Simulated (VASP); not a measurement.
# RhO3 (I4/mmm) in VASP: single point with PBE

Aim: the single point of RhO3 with PBE.

All numbers are computed with VASP 6.6.1; they aren't measurements. Logs are shortened: lines on timing, memory, paths and dates and some standing lists are left out, and cuts for length are marked.

## Step 1: The cell of the first run

Symmetry: I4/mmm, No. 139, tetragonal system. Conventional cell: a = 3.171 Å, b = 3.171 Å, c = 7.084 Å, α = 90.00°, β = 90.00°, γ = 90.00°. Within 3.0 Å of Rh (site symmetry 4/mmm) lie 12 O at 2.24 to 2.38 Å. Within 3.0 Å of O (site symmetry 4/mmm) lie 4 Rh at 2.24 Å and 8 O at 2.38 Å. O (site symmetry -4m2) has 8 O at 2.24 to 2.38 Å and 4 Rh at 2.38 Å within 3.0 Å.

## Step 2: Single point, PBE, collinear spin, ferromagnetic start

File INCAR:

```
SYSTEM = RhO3
PREC = Accurate
ENCUT = 520
EDIFF = 1E-6
ISMEAR = 0
SIGMA = 0.1
LREAL = .False.
LASPH = .True.
NELM = 150
ALGO = Normal
ISIF = 2
LWAVE = .False.
LCHARG = .False.
ISPIN = 2
MAGMOM = 1 0 0 0
LORBIT = 11
LMAXMIX = 4
GGA = PE
NBANDS = 28
```

File KPOINTS:

```
regular mesh
0
Gamma
  8 8 8
  0 0 0
```

File POSCAR:

```
RhO3
1.0
   -1.5856597184      1.5856597184      3.5419931373
    1.5856597184     -1.5856597184      3.5419931373
    1.5856597184      1.5856597184     -3.5419931373
Rh O
1 3
Direct
    0.0000000000      0.0000000000      0.0000000000
    0.5000000000      0.5000000000      0.0000000000
    0.2500000000      0.7500000000      0.5000000000
    0.7500000000      0.2500000000      0.5000000000
```

Potentials or basis: VASP PAW PBE potentials, release 64 (Rh_pv, O).

The run is started by

```console
cat potpaw_PBE.64/Rh_pv/POTCAR potpaw_PBE.64/O/POTCAR > POTCAR
mpirun -np 1 vasp_std > vasp.out
```

OUTCAR:

```text
SYSTEM = RhO3
   PREC = Accurate
   ENCUT = 520
   EDIFF = 1E-6
   ISMEAR = 0
   LREAL = .False.
   LASPH = .True.
   NELM = 150
   ISIF = 2
   ISPIN = 2
   LORBIT = 11
   GGA = PE

 ion  position               nearest neighbor table
   1  0.000  0.000  0.000-   2 2.24   2 2.24   2 2.24   2 2.24   4 2.38   3 2.38   4 2.38   3 2.38
                             4 2.38   4 2.38   3 2.38   3 2.38
   2  0.500  0.500  0.000-   1 2.24   1 2.24   1 2.24   1 2.24
   3  0.250  0.750  0.500-   1 2.38   1 2.38   1 2.38   1 2.38
   4  0.750  0.250  0.500-   1 2.38   1 2.38   1 2.38   1 2.38

  LATTYP: Found a body centered tetragonal cell.
 ALAT       =     3.1713194368
 C/A-ratio  =     2.2337662338

  Lattice vectors:

 A1 = (  -1.5856597184,   1.5856597184,   3.5419931373)
 A2 = (   1.5856597184,  -1.5856597184,   3.5419931373)
 A3 = (   1.5856597184,   1.5856597184,  -3.5419931373)

Analysis of symmetry for initial positions (statically):
=====================================================================
 Subroutine PRICEL returns:
 Original cell was already a primitive cell.

 Routine SETGRP: Setting up the symmetry group for a
 body centered tetragonal supercell.

 Subroutine GETGRP returns: Found 16 space group operations
 (whereof 16 operations were pure point group operations)
 out of a pool of 16 trial point group operations.

The static configuration has the point symmetry D_4h.

Analysis of symmetry for dynamics (positions and initial velocities):
=====================================================================
 Subroutine PRICEL returns:
 Original cell was already a primitive cell.

 Routine SETGRP: Setting up the symmetry group for a
 body centered tetragonal supercell.

 Subroutine GETGRP returns: Found 16 space group operations
 (whereof 16 operations were pure point group operations)
 out of a pool of 16 trial point group operations.

The dynamic configuration has the point symmetry D_4h.

Analysis of structural, dynamic, and magnetic symmetry:
=====================================================================
 Subroutine PRICEL returns:
 Original cell was already a primitive cell.

 Routine SETGRP: Setting up the symmetry group for a
 body centered tetragonal supercell.

 Subroutine GETGRP returns: Found 16 space group operations
 (whereof 16 operations were pure point group operations)
 out of a pool of 16 trial point group operations.

The overall configuration has the point symmetry D_4h.

 Subroutine INISYM returns: Found 16 space group operations
 (whereof 16 operations are pure point group operations),
 and found     1 'primitive' translations

----------------------------------------------------------------------------------------

                                     Primitive cell

  volume of cell :      35.6228

  direct lattice vectors                    reciprocal lattice vectors
    -1.585659718  1.585659718  3.541993137     0.000000000  0.315326166  0.141163458
     1.585659718 -1.585659718  3.541993137     0.315326166  0.000000000  0.141163458
     1.585659718  1.585659718 -3.541993137     0.315326166  0.315326166  0.000000000

  length of vectors
     4.192177104  4.192177104  4.192177104     0.345481856  0.345481856  0.445938541

  position of ions in fractional coordinates (direct lattice)
     0.000000000  0.000000000  0.000000000
     0.500000000  0.500000000  0.000000000
     0.250000000  0.750000000  0.500000000
     0.750000000  0.250000000  0.500000000

  ion indices of the primitive-cell ions
   primitive index   ion index
                 1           1
                 2           2
                 3           3
                 4           4

----------------------------------------------------------------------------------------

 KPOINTS: regular mesh

Automatic generation of k-mesh.
 Grid dimensions read from file:
 generate k-points for:    8    8    8

 Generating k-lattice:

  Cartesian coordinates                     Fractional coordinates (reciprocal lattice)
     0.000000000  0.039415771  0.017645432     0.125000000 -0.000000000  0.000000000
     0.039415771  0.000000000  0.017645432    -0.000000000  0.125000000  0.000000000
     0.039415771  0.039415771  0.000000000     0.000000000  0.000000000  0.125000000

  Length of vectors
     0.043185232  0.043185232  0.055742318

  Shift w.r.t. Gamma in fractional coordinates (k-lattice)
     0.000000000  0.000000000  0.000000000

 Subroutine IBZKPT returns following result:
 ===========================================

 Found     59 irreducible k-points:

 Following reciprocal coordinates:
            Coordinates               Weight
  0.000000  0.000000  0.000000      1.000000
  0.125000  0.000000  0.000000      8.000000
  0.250000  0.000000  0.000000      8.000000
  0.375000  0.000000 -0.000000      8.000000
  0.500000  0.000000  0.000000      4.000000
  0.125000  0.125000  0.000000      8.000000
[... 16 lines left out ...]
  0.250000  0.125000  0.125000     16.000000
  0.375000  0.125000  0.125000      8.000000
 [... further k-points ...]
   k-points           NKPTS =     59   k-points in BZ     NKDIM =     59   number of bands    NBANDS=     28
   number of dos      NEDOS =    301   number of ions     NIONS =      4
   total plane-waves  NPLWV =  32768
   dimension x,y,z NGX =    32 NGY =   32 NGZ =   32
   dimension x,y,z NGXF=    64 NGYF=   64 NGZF=   64
   ions per type =               1   3
   NGX,Y,Z   is equivalent  to a cutoff of  12.69, 12.69, 12.69 a.u.
   NGXF,Y,Z  is equivalent  to a cutoff of  25.38, 25.38, 25.38 a.u.
 SYSTEM =  RhO3
   PREC   = accura    normal or accurate (medium, high low for compatibility)
   ISTART =      0    job   : 0-new  1-cont  2-samecut
   ICHARG =      2    charge: 1-file 2-atom 10-const
   ISPIN  =      2    spin polarized calculation?
   LNONCOLLINEAR =      F non collinear calculations
   LSORBIT =      F    spin-orbit coupling
   LASPH  =      T    aspherical Exc in radial PAW
   ENCUT  =  520.0 eV  38.22 Ry    6.18 a.u.   7.79  7.79  7.79*2*pi/ulx,y,z
   NELM   =    150;   NELMIN=  2; NELMDL= -5     # of ELM steps
   EDIFF  = 0.1E-05   stopping-criterion for ELM
   LREAL  =      F    real-space projection
   EDIFFG = 0.1E-04   stopping-criterion for IOM
   NSW    =      0    number of steps for IOM
   IBRION =     -1    ionic relax: 0-MD 1-quasi-New 2-CG
   NFREE  =      0    steps in history (QN), initial steepest desc. (CG)
   ISIF   =      2    stress and relaxation
   ISYM   =      2    0-nonsym 1-usesym 2-fastsym
   POTIM  = 0.5000    time-step for ionic-motion
   TEBEG  =    0.0;   TEEND  =   0.0 temperature during run
   PSTRESS=    0.0 pullay stress
   NELECT =      33.0000    total number of electrons
   NUPDOWN=      -1.0000    fix difference up-down
   EMIN   =  10.00;   EMAX   =-10.00  energy-range for DOS
   EFERMI =   0.00;   METHOD = LEGACY
   ISMEAR =     0;   SIGMA  =   0.10  broadening in eV -4-tet -1-fermi 0-gaus
   EFERMI_NEDOS =   21; number of points for ismear=-14 and -15
   IALGO  =     38    algorithm
   IMIX   =      4    mixing-type and parameters
     AMIX     =   0.40;   BMIX     =  1.00
     AMIX_MAG =   1.60;   BMIX_MAG =  1.00
  volume/ion in A,a.u.               =       8.91        60.10
  Fermi-wavevector in a.u.,A,eV,Ry     =   1.595892  3.015799 34.652300  2.546872
  Thomas-Fermi vector in A             =   2.693740
   LORBIT       =     11    0 simple, 1 ext, 2 COOP (PROOUT), +10 PAW based schemes
   GGA     = PE    functional components
   LHFCALC =     F    Hartree Fock is set to
   AEXX    =    0.0000 exact exchange contribution
   IVDW    =     0    specifies the selected vdW correction
   LEPSILON=     F    determine dielectric tensor
   LRPA    =     F    only Hartree local field effects (RPA)
 spin polarized calculation
 Gauss-broadening in eV      SIGMA  =   0.10
  energy-cutoff  :      520.00
  volume of cell :       35.62
 maximum number of plane-waves:       976
   NGX = 15   NGY = 15   NGZ = 15

 number of electron      33.0000001 magnetization       1.5748166

 Free energy of the ion-electron system (eV)
  ---------------------------------------------------
  ext. energy  EPLUGINS =         0.00000000
  ---------------------------------------------------
  free energy    TOTEN  =       -18.12119747 eV

  energy without entropy =      -18.09739566  energy(sigma->0) =      -18.10929657

 E-fermi :   6.7864     XC(G=0): -13.0281

 val. band max:        6.7813982279   @ k =   0.2500   0.1250   0.0000
 cond. band min:       6.7958503924   @ k =   0.1250   0.1250   0.0000
 fundamental gap:      0.0144521645
 Fermi energy:         6.7864084092

 spin component 1

 k-point     1 :       0.0000    0.0000    0.0000
  band No.  band energies     occupation
      1     -40.4947      1.00000
      2     -40.4077      1.00000
      3     -40.4077      1.00000
      4     -14.1312      1.00000
      5     -10.4521      1.00000
      6      -9.6051      1.00000
[... 20 lines left out ...]
     27      26.9823      0.00000
[... 691 lines left out ...]
      6     -10.7265      1.00000
[... 20 lines left out ...]
     27      27.4694      0.00000
     28      28.2856      0.00000

 [... further k-points ...]

 spin component 2

 k-point     1 :       0.0000    0.0000    0.0000
  band No.  band energies     occupation
      1     -40.2138      1.00000
      2     -40.2138      1.00000
      3     -40.1889      1.00000
      4     -13.5015      1.00000
      5      -9.8485      1.00000
      6      -8.6627      1.00000
[... 20 lines left out ...]
     27      27.1951      0.00000
[... 691 lines left out ...]
      6     -10.0186      1.00000
[... 20 lines left out ...]
     27      27.8858      0.00000
     28      28.5163      0.00000

 [... further k-points ...]

------------------------ aborting loop because EDIFF is reached ----------------------------------------

  FORCE on cell =-STRESS in cart. coord.  units (eV):
  Direction    XX          YY          ZZ          XY          YZ          ZX
  --------------------------------------------------------------------------------------
  -------------------------------------------------------------------------------------
  Total        1.3350217      1.3350217     -1.6849681      0.0000000      0.0000000      0.0000000
  in kB       60.0442218     60.0442218    -75.7834866      0.0000000      0.0000000      0.0000000
  external PRESSURE =      14.7683190 kB  Pullay stress =       0.0000000 kB

 VOLUME and BASIS-vectors are now :
 -----------------------------------------------------------------------------
  energy-cutoff  :      520.00
  volume of cell :       35.62
      direct lattice vectors                 reciprocal lattice vectors
    -1.585659718  1.585659718  3.541993137     0.000000000  0.315326166  0.141163458
     1.585659718 -1.585659718  3.541993137     0.315326166  0.000000000  0.141163458
     1.585659718  1.585659718 -3.541993137     0.315326166  0.315326166  0.000000000

 POSITION                                       TOTAL-FORCE (eV/Angst)
 -----------------------------------------------------------------------------------
      0.00000      0.00000      0.00000         0.000000     -0.000000     -0.000000
      0.00000      0.00000      3.54199         0.000000     -0.000000     -0.000000
      1.58566      0.00000      1.77100         0.000000     -0.000000     -0.000000
      0.00000      1.58566      1.77100        -0.000000      0.000000      0.000000
 -----------------------------------------------------------------------------------
    total drift:                               -0.000000     -0.000000     -0.000000

  FREE ENERGIE OF THE ION-ELECTRON SYSTEM (eV)
  ---------------------------------------------------
  free  energy   TOTEN  =       -18.1211974728 eV

  energy  without entropy=      -18.0973956603  energy(sigma->0) =      -18.10929657

 total charge

# of ion       s       p       d       tot
------------------------------------------
    1        0.232   6.193   6.796  13.221
    2        1.624   3.202   0.000   4.826
    3        1.642   3.088   0.000   4.730
    4        1.642   3.088   0.000   4.730
--------------------------------------------------
tot          5.140  15.572   6.796  27.507

 magnetization (x)

# of ion       s       p       d       tot
------------------------------------------
    1       -0.007  -0.003   0.265   0.255
    2        0.004   0.247   0.000   0.251
    3        0.006   0.456   0.000   0.462
    4        0.006   0.456   0.000   0.462
--------------------------------------------------
tot          0.008   1.156   0.265   1.429
```

Wall time 30 min (1 thread of AMD EPYC 7R43 (Zen 3), shared host); peak memory 0.23 GiB.

Results:

| Property | Result |
| --- | --- |
| Free energy | -18.1212 eV |
| Pressure | 1.5 GPa |
| Net moment | 1.57 μB per cell |
| Site moments | Rh +0.26; O +0.25, +0.46 (each value once) μB |
| Valence electrons inside the program's atomic spheres | Rh 13.22; O 4.83, 4.73 (each value once) |

Stress tensor (GPa, compression positive):
```
 6.00  0.00  0.00
 0.00  6.00  0.00
 0.00  0.00 -7.58
```

Caveat: the stress differs along the axes, from -8 to 6 GPa.
